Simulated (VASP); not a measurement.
# SiC (P6_3/mmc) in VASP: further runs

Runs on SiC. Level: PBE. Tasks: single point.

Program: VASP 6.6.1. These are calculated values, not measurements. Logs are shortened: lines on timing, memory, paths and dates and some standing lists are left out, and cuts for length are marked.

**1. The cell of the first run**

The structure is hexagonal, space group P6_3/mmc (No. 194). Conventional cell: a = 3.137 Å, b = 3.137 Å, c = 4.933 Å, α = 90.00°, β = 90.00°, γ = 120.00°. Within 2.4 Å of Si (site symmetry -6m2) lie 3 C at 1.81 Å. C (site symmetry -6m2) has 3 Si at 1.81 Å within 2.4 Å.

**2. Single point, PBE**

Contents of INCAR:

```
PREC = Accurate
ENCUT = 600
EDIFF = 1E-6
ISMEAR = -1
SIGMA = 0.02
LREAL = False
LASPH = True
NELM = 120
ALGO = Normal
ISIF = 2
LWAVE = False
LCHARG = False
GGA = PE
NBANDS = 16
GGA_COMPAT = False
```

Contents of KPOINTS:

```
regular mesh
0
Gamma
  6 6 4
```

Contents of POSCAR:

```
SiC
1.0
    3.1373352533      0.0000000000      0.0000000000
   -1.5686676266      2.7170120295      0.0000000000
    0.0000000000      0.0000000000      4.9327190645
Si C
2 2
Direct
    0.3333333333      0.6666666667      0.2500000000
    0.6666666667      0.3333333333      0.7500000000
    0.6666666667      0.3333333333      0.2500000000
    0.3333333333      0.6666666667      0.7500000000
```

Potentials or basis: VASP PAW PBE potentials, release 64 (Si, C).

On the command line:

```
$ cat potpaw_PBE.64/Si/POTCAR potpaw_PBE.64/C/POTCAR > POTCAR
$ mpirun -np 1 vasp_std > vasp.out
```

OUTCAR:

```text
PREC = Accurate
   ENCUT = 600
   EDIFF = 1E-6
   ISMEAR = -1
   LREAL = False
   LASPH = True
   NELM = 120
   ISIF = 2
   GGA = PE

 ion  position               nearest neighbor table
   1  0.333  0.667  0.250-   3 1.81   3 1.81   3 1.81   4 2.47   4 2.47   2 3.06   2 3.06   2 3.06
                             2 3.06   2 3.06   2 3.06
   2  0.667  0.333  0.750-   4 1.81   4 1.81   4 1.81   3 2.47   3 2.47   1 3.06   1 3.06   1 3.06
                             1 3.06   1 3.06   1 3.06
   3  0.667  0.333  0.250-   1 1.81   1 1.81   1 1.81   2 2.47   2 2.47
   4  0.333  0.667  0.750-   2 1.81   2 1.81   2 1.81   1 2.47   1 2.47

  LATTYP: Found a hexagonal cell.
 ALAT       =     3.1373352533
 C/A-ratio  =     1.5722639330

  Lattice vectors:

 A1 = (   3.1373352533,   0.0000000000,   0.0000000000)
 A2 = (  -1.5686676266,   2.7170120295,   0.0000000000)
 A3 = (   0.0000000000,   0.0000000000,   4.9327190645)

Analysis of symmetry for initial positions (statically):
=====================================================================
 Subroutine PRICEL returns:
 Original cell was already a primitive cell.

 Routine SETGRP: Setting up the symmetry group for a
 hexagonal supercell.

 Subroutine GETGRP returns: Found 24 space group operations
 (whereof 12 operations were pure point group operations)
 out of a pool of 24 trial point group operations.

The static configuration has the point symmetry D_3d.
 The point group associated with its full space group is D_6h.

Analysis of symmetry for dynamics (positions and initial velocities):
=====================================================================
 Subroutine PRICEL returns:
 Original cell was already a primitive cell.

 Routine SETGRP: Setting up the symmetry group for a
 hexagonal supercell.

 Subroutine GETGRP returns: Found 24 space group operations
 (whereof 12 operations were pure point group operations)
 out of a pool of 24 trial point group operations.

The dynamic configuration has the point symmetry D_3d.
 The point group associated with its full space group is D_6h.

 Subroutine INISYM returns: Found 24 space group operations
 (whereof 12 operations are pure point group operations),
 and found     1 'primitive' translations

----------------------------------------------------------------------------------------

                                     Primitive cell

  volume of cell :      42.0474

  direct lattice vectors                    reciprocal lattice vectors
     3.137335253  0.000000000  0.000000000     0.318741836  0.184025685  0.000000000
    -1.568667627  2.717012030  0.000000000     0.000000000  0.368051370  0.000000000
     0.000000000  0.000000000  4.932719064     0.000000000  0.000000000  0.202727945

  length of vectors
     3.137335253  3.137335253  4.932719064     0.368051370  0.368051370  0.202727945

  position of ions in fractional coordinates (direct lattice)
     0.333333333  0.666666667  0.250000000
     0.666666667  0.333333333  0.750000000
     0.666666667  0.333333333  0.250000000
     0.333333333  0.666666667  0.750000000

  ion indices of the primitive-cell ions
   primitive index   ion index
                 1           1
                 2           2
                 3           3
                 4           4

----------------------------------------------------------------------------------------

 KPOINTS: regular mesh

Automatic generation of k-mesh.
 Grid dimensions read from file:
 generate k-points for:    6    6    4

 Generating k-lattice:

  Cartesian coordinates                     Fractional coordinates (reciprocal lattice)
     0.053123639  0.030670948  0.000000000     0.166666667  0.000000000  0.000000000
     0.000000000  0.061341895  0.000000000     0.000000000  0.166666667  0.000000000
     0.000000000  0.000000000  0.050681986     0.000000000  0.000000000  0.250000000

  Length of vectors
     0.061341895  0.061341895  0.050681986

  Shift w.r.t. Gamma in fractional coordinates (k-lattice)
     0.000000000  0.000000000  0.000000000

 Subroutine IBZKPT returns following result:
 ===========================================

 Found     21 irreducible k-points:

 Following reciprocal coordinates:
            Coordinates               Weight
  0.000000  0.000000  0.000000      1.000000
  0.166667  0.000000  0.000000      6.000000
  0.333333  0.000000  0.000000      6.000000
  0.500000  0.000000  0.000000      3.000000
  0.166667  0.166667  0.000000      6.000000
  0.333333  0.166667  0.000000     12.000000
[... 13 lines left out ...]
  0.333333  0.166667  0.500000     12.000000
  0.333333  0.333333  0.500000      2.000000
   k-points           NKPTS =     21   k-points in BZ     NKDIM =     21   number of bands    NBANDS=     16
   number of dos      NEDOS =    301   number of ions     NIONS =      4
   total plane-waves  NPLWV =  31360
   dimension x,y,z NGX =    28 NGY =   28 NGZ =   40
   dimension x,y,z NGXF=    56 NGYF=   56 NGZF=   80
   ions per type =               2   2
   NGX,Y,Z   is equivalent  to a cutoff of  14.84, 14.84, 13.48 a.u.
   NGXF,Y,Z  is equivalent  to a cutoff of  29.67, 29.67, 26.96 a.u.
 SYSTEM =  unknown system
   PREC   = accura    normal or accurate (medium, high low for compatibility)
   ISTART =      0    job   : 0-new  1-cont  2-samecut
   ICHARG =      2    charge: 1-file 2-atom 10-const
   ISPIN  =      1    spin polarized calculation?
   LNONCOLLINEAR =      F non collinear calculations
   LSORBIT =      F    spin-orbit coupling
   LASPH  =      T    aspherical Exc in radial PAW
   ENCUT  =  600.0 eV  44.10 Ry    6.64 a.u.   6.27  6.27  9.85*2*pi/ulx,y,z
   NELM   =    120;   NELMIN=  2; NELMDL= -5     # of ELM steps
   EDIFF  = 0.1E-05   stopping-criterion for ELM
   LREAL  =      F    real-space projection
   EDIFFG = 0.1E-04   stopping-criterion for IOM
   NSW    =      0    number of steps for IOM
   IBRION =     -1    ionic relax: 0-MD 1-quasi-New 2-CG
   NFREE  =      0    steps in history (QN), initial steepest desc. (CG)
   ISIF   =      2    stress and relaxation
   ISYM   =      2    0-nonsym 1-usesym 2-fastsym
   POTIM  = 0.5000    time-step for ionic-motion
   TEBEG  =    0.0;   TEEND  =   0.0 temperature during run
   PSTRESS=    0.0 pullay stress
   NELECT =      16.0000    total number of electrons
   NUPDOWN=      -1.0000    fix difference up-down
   EMIN   =  10.00;   EMAX   =-10.00  energy-range for DOS
   EFERMI =   0.00;   METHOD = LEGACY
   ISMEAR =    -1;   SIGMA  =   0.02  broadening in eV -4-tet -1-fermi 0-gaus
   EFERMI_NEDOS =   21; number of points for ismear=-14 and -15
   IALGO  =     38    algorithm
   IMIX   =      4    mixing-type and parameters
     AMIX     =   0.40;   BMIX     =  1.00
     AMIX_MAG =   1.60;   BMIX_MAG =  1.00
  volume/ion in A,a.u.               =      10.51        70.94
  Fermi-wavevector in a.u.,A,eV,Ry     =   1.186320  2.241820 19.148231  1.407355
  Thomas-Fermi vector in A             =   2.322495
   LORBIT       =      0    0 simple, 1 ext, 2 COOP (PROOUT), +10 PAW based schemes
   GGA     = PE    functional components
   LHFCALC =     F    Hartree Fock is set to
   AEXX    =    0.0000 exact exchange contribution
   IVDW    =     0    specifies the selected vdW correction
   LEPSILON=     F    determine dielectric tensor
   LRPA    =     F    only Hartree local field effects (RPA)
 non-spin polarized calculation
  energy-cutoff  :      600.00
  volume of cell :       42.05
 maximum number of plane-waves:      1420
 NGX is ok and might be reduce to    28
   NGX = 13   NGY = 13   NGZ = 19

 number of electron      16.0000000 magnetization

 Free energy of the ion-electron system (eV)
  ---------------------------------------------------
  ext. energy  EPLUGINS =         0.00000000
  ---------------------------------------------------
  free energy    TOTEN  =       -28.29622809 eV

  energy without entropy =      -28.29569553  energy(sigma->0) =      -28.29596181

 E-fermi :  10.1573     XC(G=0): -11.2934

 val. band max:        9.8803493699   @ k =   0.1667   0.0000   0.0000
 cond. band min:      10.1711713656   @ k =   0.5000   0.0000   0.0000
 fundamental gap:      0.2908219957
 Fermi energy:        10.1572767100

 k-point     1 :       0.0000    0.0000    0.0000
  band No.  band energies     occupation
      1      -7.4188      2.00000
      2      -3.9590      2.00000
      3       0.6021      2.00000
      4       5.8451      2.00000
      5       5.8451      2.00000
      6       7.1073      2.00000
[... 8 lines left out ...]
     15      16.5453      0.00000
     16      18.2026      0.00000

 k-point     2 :       0.1667    0.0000    0.0000
  band No.  band energies     occupation
      1      -6.9582      2.00000
      2      -3.5672      2.00000
      3       1.0670      2.00000
      4       3.8245      2.00000
      5       5.2450      2.00000
      6       5.7228      2.00000
[... 8 lines left out ...]
     15      17.3816      0.00000
     16      18.8375      0.00000

 k-point     3 :       0.3333    0.0000    0.0000
  band No.  band energies     occupation
      1      -5.6397      2.00000
      2      -2.6126      2.00000
      3       0.7935      2.00000
      4       2.3931      2.00000
      5       3.1475      2.00000
      6       4.3876      2.00000
[... 8 lines left out ...]
     15      17.6208      0.00000
     16      18.8711      0.00000

 k-point     4 :       0.5000    0.0000    0.0000
  band No.  band energies     occupation
      1      -4.2177      2.00000
      2      -2.7208      2.00000
      3      -0.0134      2.00000
      4       1.3560      2.00000
      5       3.7544      2.00000
      6       4.0470      2.00000
[... 8 lines left out ...]
     15      18.1721      0.00000
     16      18.8042      0.00000
[... 267 lines left out ...]
 k-point    19 :       0.1667    0.1667    0.5000
  band No.  band energies     occupation
      1      -4.8912      2.00000
      2      -4.8912      2.00000
      3       2.5389      2.00000
      4       2.5389      2.00000
      5       4.6142      2.00000
      6       4.6142      2.00000
[... 8 lines left out ...]
     15      18.7817      0.00000
     16      18.7817      0.00000

 k-point    20 :       0.3333    0.1667    0.5000
  band No.  band energies     occupation
      1      -3.4485      2.00000
      2      -3.4485      2.00000
      3       0.3077      2.00000
      4       0.3077      2.00000
      5       3.5030      2.00000
      6       3.5030      2.00000
[... 8 lines left out ...]
     15      19.0049      0.00000
     16      19.0049      0.00000

 k-point    21 :       0.3333    0.3333    0.5000
  band No.  band energies     occupation
      1      -2.6692      2.00000
      2      -2.6692      2.00000
      3      -0.0102      2.00000
      4      -0.0102      2.00000
      5       2.0731      2.00000
      6       2.0731      2.00000
[... 8 lines left out ...]
     15      18.7307      0.00000
     16      18.7307      0.00000

------------------------ aborting loop because EDIFF is reached ----------------------------------------

  FORCE on cell =-STRESS in cart. coord.  units (eV):
  Direction    XX          YY          ZZ          XY          YZ          ZX
  --------------------------------------------------------------------------------------
  -------------------------------------------------------------------------------------
  Total        1.3783494      1.3783494      0.0935833      0.0000000      0.0000000      0.0000000
  in kB       52.5207634     52.5207634      3.5659079      0.0000000      0.0000000      0.0000000
  external PRESSURE =      36.2024783 kB  Pullay stress =       0.0000000 kB

 VOLUME and BASIS-vectors are now :
 -----------------------------------------------------------------------------
  energy-cutoff  :      600.00
  volume of cell :       42.05
      direct lattice vectors                 reciprocal lattice vectors
     3.137335253  0.000000000  0.000000000     0.318741836  0.184025685  0.000000000
    -1.568667627  2.717012030  0.000000000     0.000000000  0.368051370  0.000000000
     0.000000000  0.000000000  4.932719064     0.000000000  0.000000000  0.202727945

 POSITION                                       TOTAL-FORCE (eV/Angst)
 -----------------------------------------------------------------------------------
     -0.00000      1.81134      1.23318        -0.000000     -0.000000      0.000000
      1.56867      0.90567      3.69954         0.000000      0.000000      0.000000
      1.56867      0.90567      1.23318        -0.000000     -0.000000      0.000000
     -0.00000      1.81134      3.69954         0.000000      0.000000      0.000000
 -----------------------------------------------------------------------------------
    total drift:                               -0.000000      0.000000      0.000000

  FREE ENERGIE OF THE ION-ELECTRON SYSTEM (eV)
  ---------------------------------------------------
  free  energy   TOTEN  =       -28.2962280899 eV

  energy  without entropy=      -28.2956955250  energy(sigma->0) =      -28.29596181
```

Wall time 14 s (1 thread of Intel Xeon 6975P-C, shared host); peak memory 0.17 GiB.

What came out:

| Item | Value |
| --- | --- |
| Free energy | -28.2962 eV |
| Pressure | 3.6 GPa |
| Band gap on the k mesh | zero (band 8 reaches 10.29 eV, above the bottom of band 9 at 10.17 eV) |

Caveat: the k points lie up to 0.39 Å⁻¹ apart.

**3. Single point, PBE**

Contents of INCAR:

```
SYSTEM = SiC
PREC = Accurate
ENCUT = 600
EDIFF = 1E-6
ISMEAR = 0
SIGMA = 0.05
LREAL = .FALSE.
LASPH = .TRUE.
NELM = 120
ALGO = Normal
ISIF = 2
LWAVE = .FALSE.
LCHARG = .TRUE.
GGA = PE
LELF = .TRUE.
LVHAR = .TRUE.
NBANDS = 16
GGA_COMPAT = .FALSE.
```

Contents of KPOINTS:

```
Automatic mesh
0
G
  6 6 4
  0 0 0
```

POSCAR is that of step 2.

Potentials or basis: VASP PAW PBE potentials, release 64 (Si, C).

On the command line:

```
$ cat potpaw_PBE.64/Si/POTCAR potpaw_PBE.64/C/POTCAR > POTCAR
$ mpirun -np 1 vasp_std > vasp.out
```

It took 16 s on 1 thread of Intel Xeon 6975P-C, shared host; peak memory 0.17 GiB.

The run converged. Its results:

| Item | Value |
| --- | --- |
| Free energy | -28.2962 eV |
| Pressure | 3.6 GPa |
| Band gap on the k mesh | zero (band 8 reaches 10.29 eV, above the bottom of band 9 at 10.17 eV) |

Stress tensor (GPa, compression positive):
```
5.25 0.00 0.00
0.00 5.25 0.00
0.00 0.00 0.36
```

Levels at points of the mesh, in eV from the Fermi level:
```csv
k point,band 5,band 6,band 7,band 8,band 9,band 10,band 11,band 12
"(0.00, 0.00, 0.00)",-4.31,-3.05,-3.05,0.14,1.68,3.74,4.03,4.03
"(0.50, 0.00, 0.00)",-6.40,-6.11,-4.18,-4.04,0.02,3.17,4.08,6.58
"(0.00, 0.00, 0.50)",-3.72,-3.72,-3.72,-3.72,2.98,2.98,4.62,4.62
"(0.50, 0.00, 0.50)",-5.28,-5.28,-2.92,-2.92,1.48,1.48,1.80,1.80
```

Caveat: the k points lie up to 0.39 Å⁻¹ apart.

**4. Single point, PBE**

Contents of INCAR:

```
PREC = Accurate
ENCUT = 600
EDIFF = 1E-6
ISMEAR = 1
SIGMA = 0.001
LREAL = F
LASPH = T
NELM = 120
ALGO = Normal
ISIF = 2
LWAVE = F
LCHARG = F
GGA = PE
NBANDS = 16
GGA_COMPAT = F
```

Contents of KPOINTS:

```
regular mesh
0
Gamma
  6 6 4
```

POSCAR is that of step 3.

On the command line:

```
$ cat potpaw_PBE.64/Si/POTCAR potpaw_PBE.64/C/POTCAR > POTCAR
$ mpirun -np 1 vasp_std > vasp.out
```

Run time: 14 s. Hardware: 1 thread of Intel Xeon 6975P-C, shared host; peak memory 0.17 GiB.

It converged, with:

```yaml
Free_energy: -28.2957 eV
Pressure: 3.6 GPa
Band_gap_on_the_k_mesh: zero (band 8 reaches 10.29 eV, above the bottom of band 9 at 10.17 eV)
```

Stress tensor (GPa, compression positive):
```
5.25 0.00 0.00
0.00 5.25 0.00
0.00 0.00 0.36
```

Levels at points of the mesh, in eV from the Fermi level:
| k point | band 5 | band 6 | band 7 | band 8 | band 9 | band 10 | band 11 | band 12 |
| --- | --- | --- | --- | --- | --- | --- | --- | --- |
| (0.00, 0.00, 0.00) | -4.33 | -3.06 | -3.06 | 0.12 | 1.66 | 3.73 | 4.01 | 4.01 |
| (0.50, 0.00, 0.00) | -6.42 | -6.12 | -4.20 | -4.05 | 0.00 | 3.16 | 4.06 | 6.57 |
| (0.00, 0.00, 0.50) | -3.74 | -3.74 | -3.74 | -3.74 | 2.97 | 2.97 | 4.61 | 4.61 |
| (0.50, 0.00, 0.50) | -5.30 | -5.30 | -2.93 | -2.93 | 1.47 | 1.47 | 1.79 | 1.79 |

Caveat: the k points lie up to 0.39 Å⁻¹ apart.

**5. Single point, PBE**

Contents of INCAR:

```
ALGO = Normal
EDIFF = 1E-6
ENCUT = 600
GGA = PE
GGA_COMPAT = False
ISIF = 2
ISMEAR = 1
LASPH = True
LCHARG = False
LREAL = False
LWAVE = False
NBANDS = 16
NELM = 120
PREC = Accurate
SIGMA = 0.05
```

Contents of KPOINTS:

```
k-points
0
Gamma
  6 6 4
```

POSCAR is that of step 4.

On the command line:

```
$ cat potpaw_PBE.64/Si/POTCAR potpaw_PBE.64/C/POTCAR > POTCAR
$ mpirun -np 1 vasp_std > vasp.out
```

Wall time 16 s (1 thread of Intel Xeon 6975P-C, shared host); peak memory 0.17 GiB.

The run converged. Its results:

* Free energy: -28.2960 eV
* Pressure: 3.6 GPa
* Band gap on the k mesh: zero (band 8 reaches 10.29 eV, above the bottom of band 9 at 10.17 eV)

Stress tensor (GPa, compression positive):
```
5.25 0.00 0.00
0.00 5.25 0.00
0.00 0.00 0.36
```

Levels at points of the mesh, in eV from the Fermi level:
| k point | band 4 | band 5 | band 6 | band 7 | band 8 | band 9 | band 10 | band 11 | band 12 | band 13 |
| --- | --- | --- | --- | --- | --- | --- | --- | --- | --- | --- |
| (0.00, 0.00, 0.00) | -4.32 | -4.32 | -3.05 | -3.05 | 0.13 | 1.67 | 3.74 | 4.02 | 4.02 | 5.93 |
| (0.50, 0.00, 0.00) | -8.81 | -6.41 | -6.11 | -4.19 | -4.04 | 0.01 | 3.17 | 4.07 | 6.58 | 7.07 |
| (0.00, 0.00, 0.50) | -5.16 | -3.73 | -3.73 | -3.73 | -3.73 | 2.98 | 2.98 | 4.62 | 4.62 | 4.62 |
| (0.50, 0.00, 0.50) | -10.60 | -5.29 | -5.29 | -2.92 | -2.92 | 1.48 | 1.48 | 1.79 | 1.79 | 9.56 |

Caveat: the k points lie up to 0.39 Å⁻¹ apart.

**6. Single point, PBE**

Contents of INCAR:

```
PREC = Accurate ; ENCUT = 600
EDIFF = 1E-6 ; ISMEAR = -5
SIGMA = 0.1 ; LREAL = False
LASPH = True ; NELM = 120
ALGO = Normal ; ISIF = 2
LWAVE = False ; LCHARG = False
GGA = PE ; NBANDS = 16
GGA_COMPAT = False
```

Contents of KPOINTS:

```
regular mesh
0
Gamma
  6 6 4
```

POSCAR is that of step 5.

Potentials or basis: VASP PAW PBE potentials, release 64 (Si, C).

On the command line:

```
$ cat potpaw_PBE.64/Si/POTCAR potpaw_PBE.64/C/POTCAR > POTCAR
$ mpirun -np 1 vasp_std > vasp.out
```

Run time: 17 s. Hardware: 1 thread of Intel Xeon 6975P-C, shared host; peak memory 0.17 GiB.

It converged, with:

* Free energy: -28.2947 eV
* Pressure: 3.6 GPa
* Band gap on the k mesh: zero (band 8 reaches 10.31 eV, above the bottom of band 9 at 10.17 eV)

Stress tensor (GPa, compression positive):
```
4.75 0.00 0.00
0.00 4.75 0.00
0.00 0.00 1.16
```

Levels at points of the mesh, in eV from the Fermi level:
```
           k point  band 6  band 7  band 8  band 9  band 10  band 11
(0.00, 0.00, 0.00)   -3.12   -3.12    0.07    1.60     3.67     3.95
(0.50, 0.00, 0.00)   -6.18   -4.26   -4.11   -0.06     3.09     4.00
(0.00, 0.00, 0.50)   -3.80   -3.80   -3.80    2.91     2.91     4.54
(0.50, 0.00, 0.50)   -5.36   -2.99   -2.99    1.40     1.40     1.72
```

Caveat: the k points lie up to 0.39 Å⁻¹ apart; tetrahedron occupations give inexact forces and stress in metals.

**7. The runs side by side**

```tsv
smearing	gap on the mesh (eV)	pressure (GPa)
fermi-dirac 0.02 eV	none	3.6
gaussian 0.05 eV	none	3.6
methfessel-paxton 0.001 eV	none	3.6
methfessel-paxton 0.05 eV	none	3.6
tetrahedron	none	3.6
```

Alike in all rows: task single point; level PBE; potentials or basis VASP PAW PBE potentials, release 64 (Si, C); no spin polarisation; cell as given; k mesh 6 × 6 × 4; cutoff (eV) 600.

Caveats: all runs use coarse meshes; tetrahedron occupations give inexact forces and stress in metals (some runs).

Total energies depend on the potentials used, so only differences within one code and one set of settings carry meaning.
